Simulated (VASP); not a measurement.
Set up this calculation in VASP 6.6.1, as the native input.

* Task: relaxation of cell and atoms
* Functional: PBE
* Potentials or basis: VASP PAW PBE potentials, release 64 (Mg, S)
* Cutoff: 600 eV
* k mesh: 8 × 8 × 8
* Occupations: gaussian, width 0.02 eV
* Spin: no spin polarisation
* Dipole correction: no
* Further INCAR settings: ALGO = Normal; EDIFF = 1e-06; IBRION = 2; EDIFFG = -0.005; NSW = 100; ISIF = 3

The structure of MgS lies in POSCAR:

```
MgS
1.0
    0.0000000000      2.6043975556      2.6043975556
    2.6043975556      0.0000000000      2.6043975556
    2.6043975556      2.6043975556      0.0000000000
Mg S
1 1
Direct
    0.0000000000      0.0000000000      0.0000000000
    0.5000000000      0.5000000000      0.5000000000
```

The input as run:

INCAR

```
PREC = Accurate
ENCUT = 600
EDIFF = 1E-6
ISMEAR = 0
SIGMA = 0.02
LREAL = False
LASPH = True
NELM = 100
ALGO = Normal
ISIF = 3
LWAVE = False
LCHARG = False
GGA = PE
IBRION = 2
NSW = 100
EDIFFG = -0.005
```

KPOINTS

```
regular mesh
0
Gamma
  8 8 8
```

Potentials or basis: VASP PAW PBE potentials, release 64 (Mg, S).

Run with:

```sh
$ cat potpaw_PBE.64/Mg/POTCAR potpaw_PBE.64/S/POTCAR > POTCAR
$ mpirun -np 1 vasp_std > vasp.out
```

It gave:

The relaxed volume is 17.81 Å³/atom and the relaxed cell is a = 3.693 Å, b = 3.693 Å, c = 3.693 Å, α = 60.00°, β = 60.00°, γ = 60.00°. The space group after relaxing (to 0.05 Å) is Fm-3m (No. 225). The energy gained by relaxing is 0.3 meV/atom, the ionic steps are 3 and the pressure after relaxing is 0.0 GPa. The band gap on the k mesh is 2.75 eV, indirect (least direct gap 3.62 eV).

Run time: 11 s on 1 thread of Intel(R) Xeon(R) 6975P-C (Granite Rapids), with other jobs on the host, peak memory 0.17 GiB.
